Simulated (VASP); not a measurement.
Set up this calculation in VASP 6.6.1, as the native input.

```yaml
Task: single point
Functional: PBE
Potentials_or_basis: VASP PAW PBE potentials, release 64 (Al, N)
Cutoff: 520 eV
k_mesh: 9 × 9 × 6
Occupations: gaussian, width 0.05 eV
Spin: no spin polarisation
Dipole_correction: no
Further_INCAR_settings: ALGO = Normal; EDIFF = 1e-06; NBANDS = 16
```

The structure of AlN lies in POSCAR:

```
AlN
1.0
    3.4377000000      0.0000000000      0.0000000000
   -1.7188500000      2.9771355306      0.0000000000
    0.0000000000      0.0000000000      3.6851000000
Al N
2 2
Direct
    0.3333333333      0.6666666667      0.7500000000
    0.6666666667      0.3333333333      0.2500000000
    0.3333333333      0.6666666667      0.2500000000
    0.6666666667      0.3333333333      0.7500000000
```

One way to write it, as run:

INCAR

```
SYSTEM = AlN
PREC = Accurate
ENCUT = 520
EDIFF = 1E-6
ISMEAR = 0
SIGMA = 0.05
LREAL = .FALSE.
LASPH = .TRUE.
NELM = 60
ALGO = Normal
ISIF = 2
LWAVE = .FALSE.
LCHARG = .FALSE.
GGA = PE
NBANDS = 16
```

KPOINTS

```
regular mesh
0
G
  9 9 6
  0 0 0
```

Potentials or basis: VASP PAW PBE potentials, release 64 (Al, N).

The run is started by

```sh
$ cat potpaw_PBE.64/Al/POTCAR potpaw_PBE.64/N/POTCAR > POTCAR
$ mpirun -np 1 vasp_std > vasp.out
```

Results of the run:

* Pressure: 19.4 GPa
* Band gap on the k mesh: 3.92 eV, indirect (least direct gap 4.05 eV)

Run time: 18 s on 1 thread of Intel(R) Xeon(R) Platinum 8488C (Sapphire Rapids), with other jobs on the host, peak memory 0.16 GiB.
